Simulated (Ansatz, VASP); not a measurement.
# YF5 in VASP and in Ansatz

The input INCAR:

```
SYSTEM = YF5
  PREC = Accurate
  ENCUT = 520
  EDIFF = 1E-6
  ISMEAR = 0
  SIGMA = 0.1
  LREAL = .FALSE.
  LASPH = .TRUE.
  NELM = 150
  ALGO = Normal
  ISIF = 2
  LWAVE = .FALSE.
  LCHARG = .FALSE.
  ISPIN = 2
  MAGMOM = 0 1 1 1 1 1
  LORBIT = 11
  LMAXMIX = 4
  GGA = PE
  NBANDS = 36
```

KPOINTS

```
regular mesh
0
G
  6 6 4
  0 0 0
```

Contents of POSCAR:

```
YF5
1.0
    5.0378289200      0.0000000000      0.0000000000
   -2.5189144600      4.3628878200      0.0000000000
    0.0000000000      0.0000000000      3.9243335200
Y F
1 5
Direct
    0.0000000000      0.0000000000      0.0000000000
    0.3333333300      0.6666666700      0.0000000000
    0.6666666700      0.3333333300      0.0000000000
    0.5000000000      0.0000000000      0.5000000000
    0.5000000000      0.5000000000      0.5000000000
    0.0000000000      0.5000000000      0.5000000000
```

Input for Ansatz:

```yaml
crystal:
  lattice:
    - [5.03782892, 0.0, 0.0]
    - [-2.51891446, 4.36288782, 0.0]
    - [0.0, 0.0, 3.92433352]
  atoms:
    - { symbol: "Y", position: [0.0, 0.0, 0.0] }
    - { symbol: F, position: [0.33333333, 0.66666667, 0.0], spin: 1.0 }
    - { symbol: F, position: [0.66666667, 0.33333333, 0.0], spin: 1.0 }
    - { symbol: F, position: [0.5, 0.0, 0.5], spin: 1.0 }
    - { symbol: F, position: [0.5, 0.5, 0.5], spin: 1.0 }
    - { symbol: F, position: [0.0, 0.5, 0.5], spin: 1.0 }
basis:
  ecutwfc: 420
kpoints:
  mp_grid: { grid: [6, 6, 4] }
hamiltonian:
  xc: pbe
scf:
  occupations: { method: gaussian, width: 0.1 }
  lower_state_search: "off"
output:
  forces: true
  stress: true
  eigenvalues: true
  populations: true
magnetization:
  spin_polarized: true
```

Change from the starting cell: species swapped into the LaZn5 type (P6/mmm, No. 191).

Alike in both runs: task single point; functional PBE; k mesh 6 × 6 × 4; occupations gaussian, width 0.1 eV; collinear spin.

|  | VASP | Ansatz |
| --- | --- | --- |
| version | VASP 6.6.1 | Ansatz 0.2.0 |
| potentials or method | VASP PAW PBE potentials, release 64 (Y_sv, F), cutoff 520 eV | scalar-relativistic, plane waves, PAW |
| valence electrons in the cell | 46 | 46 |

|  | VASP | Ansatz | Ansatz less VASP |
| --- | --- | --- | --- |
| gap on the k mesh at the Fermi level (eV) | none | none | - |
| pressure (GPa) | -13.2 | -12.9 | +0.32 |
| traceless stress, the component that is largest in VASP (GPa) | 21.79 | 21.82 | +0.025 |
| net moment per atom (μB) | 0.33 | 0.33 | 0.000 |
| size of the moment on the site where the two differ most (μB) | 0.42 | 0.46 | +0.036 |

Site moments also hang on the region over which each program counts them. A gap of «none» marks a metal or a gap that the smearing closes.

The k mesh is coarse, so the values compare programs but aren't converged.
